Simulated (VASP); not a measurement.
# CdS (Hawleyite) (F-43m) in VASP: further runs, part 2 of 2

VASP 6.6.1.

### 4 Single point, PBEsol (volume scaled by 1.06)

File INCAR:

```
SYSTEM = CdS
PREC     = Accurate       ! precision mode
ENCUT    = 520            ! plane-wave cutoff, eV
EDIFF    = 1E-6           ! SCF threshold, eV
ISMEAR   = -1             ! smearing method
SIGMA    = 0.05           ! smearing width, eV
LREAL    = .False.        ! projectors in reciprocal space
LASPH    = .True.         ! aspherical terms in the spheres
NELM     = 80             ! most SCF steps
ALGO     = Normal         ! electronic algorithm
ISIF     = 2              ! what is computed and relaxed
LWAVE    = .False.        ! write WAVECAR
LCHARG   = .False.        ! write CHGCAR
GGA      = PS             ! functional
NBANDS   = 16             ! bands
```

File KPOINTS:

```
Automatic mesh
0
Gamma
  8 8 8
  0 0 0
```

File POSCAR:

```
CdS
1.0
    0.0000000000      2.9737007966      2.9737007966
    2.9737007966      0.0000000000      2.9737007966
    2.9737007966      2.9737007966      0.0000000000
Cd S
1 1
Direct
    0.0000000000      0.0000000000      0.0000000000
    0.7500000000      0.7500000000      0.7500000000
```

Potentials or basis: VASP PAW PBE potentials, release 64 (Cd, S).

On the command line:

```bash
> cat potpaw_PBE.64/Cd/POTCAR potpaw_PBE.64/S/POTCAR > POTCAR
> mpirun -np 1 vasp_std > vasp.out
```

OUTCAR:

```text
SYSTEM = CdS
   PREC = Accurate
   ENCUT = 520
   EDIFF = 1E-6
   ISMEAR = -1
   LREAL = .False.
   LASPH = .True.
   NELM = 80
   ISIF = 2
   GGA = PS

 ion  position               nearest neighbor table
   1  0.000  0.000  0.000-   2 2.58   2 2.58   2 2.58   2 2.58
   2  0.750  0.750  0.750-   1 2.58   1 2.58   1 2.58   1 2.58

  LATTYP: Found a face centered cubic cell.
 ALAT       =     5.9474015932

  Lattice vectors:

 A1 = (   0.0000000000,   2.9737007966,   2.9737007966)
 A2 = (   2.9737007966,   0.0000000000,   2.9737007966)
 A3 = (   2.9737007966,   2.9737007966,   0.0000000000)

Analysis of symmetry for initial positions (statically):
=====================================================================
 Subroutine PRICEL returns:
 Original cell was already a primitive cell.

 Routine SETGRP: Setting up the symmetry group for a
 face centered cubic supercell.

 Subroutine GETGRP returns: Found 24 space group operations
 (whereof 24 operations were pure point group operations)
 out of a pool of 48 trial point group operations.

The static configuration has the point symmetry T_d .

Analysis of symmetry for dynamics (positions and initial velocities):
=====================================================================
 Subroutine PRICEL returns:
 Original cell was already a primitive cell.

 Routine SETGRP: Setting up the symmetry group for a
 face centered cubic supercell.

 Subroutine GETGRP returns: Found 24 space group operations
 (whereof 24 operations were pure point group operations)
 out of a pool of 48 trial point group operations.

The dynamic configuration has the point symmetry T_d .

 Subroutine INISYM returns: Found 24 space group operations
 (whereof 24 operations are pure point group operations),
 and found     1 'primitive' translations

----------------------------------------------------------------------------------------

                                     Primitive cell

  volume of cell :      52.5923

  direct lattice vectors                    reciprocal lattice vectors
     0.000000000  2.973700797  2.973700797    -0.168140655  0.168140655  0.168140655
     2.973700797  0.000000000  2.973700797     0.168140655 -0.168140655  0.168140655
     2.973700797  2.973700797  0.000000000     0.168140655  0.168140655 -0.168140655

  length of vectors
     4.205447997  4.205447997  4.205447997     0.291228157  0.291228157  0.291228157

  position of ions in fractional coordinates (direct lattice)
     0.000000000  0.000000000  0.000000000
     0.750000000  0.750000000  0.750000000

  ion indices of the primitive-cell ions
   primitive index   ion index
                 1           1
                 2           2

----------------------------------------------------------------------------------------

 KPOINTS: Automatic mesh

Automatic generation of k-mesh.
 Grid dimensions read from file:
 generate k-points for:    8    8    8

 Generating k-lattice:

  Cartesian coordinates                     Fractional coordinates (reciprocal lattice)
    -0.021017582  0.021017582  0.021017582     0.125000000  0.000000000  0.000000000
     0.021017582 -0.021017582  0.021017582     0.000000000  0.125000000  0.000000000
     0.021017582  0.021017582 -0.021017582     0.000000000  0.000000000  0.125000000

  Length of vectors
     0.036403520  0.036403520  0.036403520

  Shift w.r.t. Gamma in fractional coordinates (k-lattice)
     0.000000000  0.000000000  0.000000000

 Subroutine IBZKPT returns following result:
 ===========================================

 Found     29 irreducible k-points:

 Following reciprocal coordinates:
            Coordinates               Weight
  0.000000  0.000000  0.000000      1.000000
  0.125000  0.000000  0.000000      8.000000
  0.250000  0.000000  0.000000      8.000000
  0.375000  0.000000  0.000000      8.000000
  0.500000  0.000000  0.000000      4.000000
  0.125000  0.125000  0.000000      6.000000
[... 16 lines left out ...]
  0.500000  0.250000  0.125000     48.000000
 -0.375000  0.250000  0.125000     24.000000
 [... further k-points ...]
   k-points           NKPTS =     29   k-points in BZ     NKDIM =     29   number of bands    NBANDS=     16
   number of dos      NEDOS =    301   number of ions     NIONS =      2
   total plane-waves  NPLWV =  32768
   dimension x,y,z NGX =    32 NGY =   32 NGZ =   32
   dimension x,y,z NGXF=    64 NGYF=   64 NGZF=   64
   ions per type =               1   1
   NGX,Y,Z   is equivalent  to a cutoff of  12.65, 12.65, 12.65 a.u.
   NGXF,Y,Z  is equivalent  to a cutoff of  25.30, 25.30, 25.30 a.u.
 SYSTEM =  CdS
   PREC   = accura    normal or accurate (medium, high low for compatibility)
   ISTART =      0    job   : 0-new  1-cont  2-samecut
   ICHARG =      2    charge: 1-file 2-atom 10-const
   ISPIN  =      1    spin polarized calculation?
   LNONCOLLINEAR =      F non collinear calculations
   LSORBIT =      F    spin-orbit coupling
   LASPH  =      T    aspherical Exc in radial PAW
   ENCUT  =  520.0 eV  38.22 Ry    6.18 a.u.   7.82  7.82  7.82*2*pi/ulx,y,z
   NELM   =     80;   NELMIN=  2; NELMDL= -5     # of ELM steps
   EDIFF  = 0.1E-05   stopping-criterion for ELM
   LREAL  =      F    real-space projection
   EDIFFG = 0.1E-04   stopping-criterion for IOM
   NSW    =      0    number of steps for IOM
   IBRION =     -1    ionic relax: 0-MD 1-quasi-New 2-CG
   NFREE  =      0    steps in history (QN), initial steepest desc. (CG)
   ISIF   =      2    stress and relaxation
   ISYM   =      2    0-nonsym 1-usesym 2-fastsym
   POTIM  = 0.5000    time-step for ionic-motion
   TEBEG  =    0.0;   TEEND  =   0.0 temperature during run
   PSTRESS=    0.0 pullay stress
   NELECT =      18.0000    total number of electrons
   NUPDOWN=      -1.0000    fix difference up-down
   EMIN   =  10.00;   EMAX   =-10.00  energy-range for DOS
   EFERMI =   0.00;   METHOD = LEGACY
   ISMEAR =    -1;   SIGMA  =   0.05  broadening in eV -4-tet -1-fermi 0-gaus
   EFERMI_NEDOS =   21; number of points for ismear=-14 and -15
   IALGO  =     38    algorithm
   IMIX   =      4    mixing-type and parameters
     AMIX     =   0.40;   BMIX     =  1.00
     AMIX_MAG =   1.60;   BMIX_MAG =  1.00
  volume/ion in A,a.u.               =      26.30       177.46
  Fermi-wavevector in a.u.,A,eV,Ry     =   1.145140  2.164000 17.841925  1.311344
  Thomas-Fermi vector in A             =   2.281829
   LORBIT       =      0    0 simple, 1 ext, 2 COOP (PROOUT), +10 PAW based schemes
   GGA     = PS    functional components
   LHFCALC =     F    Hartree Fock is set to
   AEXX    =    0.0000 exact exchange contribution
   IVDW    =     0    specifies the selected vdW correction
   LEPSILON=     F    determine dielectric tensor
   LRPA    =     F    only Hartree local field effects (RPA)
 non-spin polarized calculation
  energy-cutoff  :      520.00
  volume of cell :       52.59
 maximum number of plane-waves:      1428
   NGX = 15   NGY = 15   NGZ = 15

 number of electron      17.9999999 magnetization

 Free energy of the ion-electron system (eV)
  ---------------------------------------------------
  ext. energy  EPLUGINS =         0.00000000
  ---------------------------------------------------
  free energy    TOTEN  =        -6.78532041 eV

  energy without entropy =       -6.78531907  energy(sigma->0) =       -6.78531974

 E-fermi :   1.2143     XC(G=0):  -9.1070

 val. band max:        0.7303482575   @ k =   0.0000   0.0000   0.0000
 cond. band min:       1.6154081868   @ k =   0.0000   0.0000   0.0000
 fundamental gap:      0.8850599293
 Fermi energy:         1.2143301114

 k-point     1 :       0.0000    0.0000    0.0000
  band No.  band energies     occupation
      1     -11.3105      2.00000
      2      -6.8009      2.00000
      3      -6.8009      2.00000
      4      -6.8009      2.00000
      5      -6.3886      2.00000
      6      -6.3886      2.00000
[... 8 lines left out ...]
     15      12.0812      0.00000
     16      12.0812      0.00000

 k-point     2 :       0.1250    0.0000    0.0000
  band No.  band energies     occupation
      1     -11.2544      2.00000
      2      -6.7814      2.00000
      3      -6.7814      2.00000
      4      -6.7507      2.00000
      5      -6.3895      2.00000
      6      -6.3895      2.00000
[... 8 lines left out ...]
     15      11.4696      0.00000
     16      12.2627      0.00000
[... 387 lines left out ...]
      5      -6.3597      2.00000
      6      -6.1244      2.00000
[... 8 lines left out ...]
     15      13.1790      0.00000
     16      13.6314      0.00000

 k-point    24 :      -0.3750    0.2500    0.1250
  band No.  band energies     occupation
      1     -10.8674      2.00000
      2      -6.6584      2.00000
      3      -6.6260      2.00000
      4      -6.4099      2.00000
      5      -6.3655      2.00000
      6      -5.9577      2.00000
[... 8 lines left out ...]
     15      12.7561      0.00000
     16      13.6591      0.00000

 [... further k-points ...]
[... 5 lines left out ...]
  --------------------------------------------------------------------------------------
  -------------------------------------------------------------------------------------
  Total       -0.9959524     -0.9959524     -0.9959524     -0.0000000      0.0000000      0.0000000
  in kB      -30.3408248    -30.3408248    -30.3408248     -0.0000000      0.0000000      0.0000000
  external PRESSURE =     -30.3408248 kB  Pullay stress =       0.0000000 kB

 VOLUME and BASIS-vectors are now :
 -----------------------------------------------------------------------------
  energy-cutoff  :      520.00
  volume of cell :       52.59
      direct lattice vectors                 reciprocal lattice vectors
     0.000000000  2.973700797  2.973700797    -0.168140655  0.168140655  0.168140655
     2.973700797  0.000000000  2.973700797     0.168140655 -0.168140655  0.168140655
     2.973700797  2.973700797  0.000000000     0.168140655  0.168140655 -0.168140655

 POSITION                                       TOTAL-FORCE (eV/Angst)
 -----------------------------------------------------------------------------------
      0.00000      0.00000      0.00000         0.000000     -0.000000      0.000000
      4.46055      4.46055      4.46055        -0.000000      0.000000     -0.000000
 -----------------------------------------------------------------------------------
    total drift:                                0.000000      0.000000      0.000000

  FREE ENERGIE OF THE ION-ELECTRON SYSTEM (eV)
  ---------------------------------------------------
  free  energy   TOTEN  =        -6.7853204067 eV

  energy  without entropy=       -6.7853190743  energy(sigma->0) =       -6.78531974
```

It took 16 s on 1 thread of Intel Xeon Platinum 8259CL at 2.50GHz (Skylake/Cascade Lake), shared host; peak memory 0.18 GiB.

What came out:

- Free energy: -6.7853 eV
- Pressure: -3.0 GPa
- Band gap on the k mesh: 0.89 eV, direct

Caveat: the cell differs from its parent crystal (volume scaled by 1.06); the PAW data sets were made with another functional, which shifts forces and pressure a little.

### 5 Single point, RPBE+D3(BJ)

This run uses another cell than the first one, of 23.33 Å³/atom, 0.922 times its volume.

File INCAR:

```
PREC = Accurate ; ENCUT = 520
EDIFF = 1E-6 ; ISMEAR = -1
SIGMA = 0.05 ; LREAL = F
LASPH = T ; NELM = 80
ALGO = Normal ; ISIF = 2
LWAVE = F ; LCHARG = F
GGA = RP ; IVDW = 12
NBANDS = 16
```

File KPOINTS:

```
regular mesh
0
Gamma
  8 8 8
```

File POSCAR:

```
CdS
1.0
    0.0000000000      2.8574880637      2.8574880637
    2.8574880637      0.0000000000      2.8574880637
    2.8574880637      2.8574880637      0.0000000000
Cd S
1 1
Direct
    0.0000000000      0.0000000000      0.0000000000
    0.7500000000      0.7500000000      0.7500000000
```

On the command line:

```bash
> cat potpaw_PBE.64/Cd/POTCAR potpaw_PBE.64/S/POTCAR > POTCAR
> mpirun -np 1 vasp_std > vasp.out
```

Wall time 25 s (1 thread of Intel Xeon Platinum 8259CL at 2.50GHz (Skylake/Cascade Lake), shared host); peak memory 0.18 GiB.

The run converged. Its results:

| Item | Value |
| --- | --- |
| Free energy | -7.8071 eV |
| Pressure | 0.4 GPa |
| Band gap on the k mesh | 1.46 eV, direct |
| Dispersion energy per atom | -1.249 eV |

Levels at points of the mesh, in eV from the valence-band top:
| k point | band 5 | band 6 | band 7 | band 8 | band 9 | band 10 | band 11 | band 12 | band 13 | band 14 |
| --- | --- | --- | --- | --- | --- | --- | --- | --- | --- | --- |
| (0.00, 0.00, 0.00) | -7.41 | -7.41 | 0.00 | 0.00 | 0.00 | 1.46 | 6.60 | 6.60 | 6.60 | 11.56 |
| (0.50, 0.00, 0.00) | -7.36 | -6.96 | -4.73 | -0.84 | -0.84 | 3.24 | 7.08 | 7.08 | 7.86 | 11.53 |
| (0.50, 0.50, 0.00) | -7.30 | -6.89 | -4.19 | -2.08 | -2.08 | 3.61 | 4.51 | 9.71 | 11.27 | 11.27 |

Caveat: the PAW data sets were made with another functional, which shifts forces and pressure a little.

### 6 The runs side by side

```csv
level,cell,gap on the mesh (eV),pressure (GPa)
PBEsol,"a = 4.152 Å, angles 60.0°, 2 atoms",0.97,-1.1
PBEsol,"a = 4.179 Å, angles 60.0°, 2 atoms",0.93,-2.1
PBEsol,"a = 4.205 Å, angles 60.0°, 2 atoms",0.89,-3.0
RPBE+D3(BJ),"a = 4.041 Å, angles 60.0°, 2 atoms",1.46,0.4
```

Alike in all rows: task single point; potentials or basis VASP PAW PBE potentials, release 64 (Cd, S); no spin polarisation; k mesh 8 × 8 × 8; cutoff (eV) 520; smearing fermi-dirac 0.05 eV.

Caveats: the PAW data sets were made with another functional, which shifts forces and pressure a little.

Total energies depend on the potentials used, so only differences within one code and one set of settings carry meaning.
